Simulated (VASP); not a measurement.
# Cd2O3: single point with PBE

Crystal: Cd2O3.

```
Cd O
1.0
     5.34104    0.00000    0.00000
     0.00000    5.34104    0.00000
     0.00000    0.00000    5.34104
Cd O
4 6
Direct
  0.25000 0.25000 0.25000
  0.75000 0.75000 0.25000
  0.75000 0.25000 0.75000
  0.25000 0.75000 0.75000
  0.50000 0.00000 0.00000
  0.00000 0.50000 0.00000
  0.00000 0.00000 0.50000
  0.50000 0.50000 0.00000
  0.50000 0.00000 0.50000
  0.00000 0.50000 0.50000
```

- Program: VASP 6.6.1
- Task: single point
- Functional: PBE
- Potentials or basis: VASP PAW PBE potentials, release 64 (Cd, O)
- Cutoff: 520 eV
- k mesh: 11 × 11 × 11
- Occupations: fermi-dirac, width 0.0612256 eV
- Spin: no spin polarisation
- Dipole correction: no
- Further INCAR settings: ALGO = Normal; EDIFF = 1e-06; NBANDS = 53

```yaml
Pressure: -2.6 GPa
Band_gap_on_the_k_mesh: zero (band 42 reaches 0.63 eV, above the bottom of band 43 at -0.11 eV)
```

Levels at points of the mesh, in eV from the Fermi level:
| k point | band 40 | band 41 | band 42 | band 43 | band 44 | band 45 |
| --- | --- | --- | --- | --- | --- | --- |
| (0.00, 0.00, 0.00) | -0.16 | -0.16 | 0.49 | 0.49 | 0.49 | 1.16 |

Run time: 5.4 min on 1 thread of Intel(R) Xeon(R) Platinum 8259CL CPU @ 2.50GHz (Skylake/Cascade Lake), with other jobs on the host, peak memory 0.45 GiB.
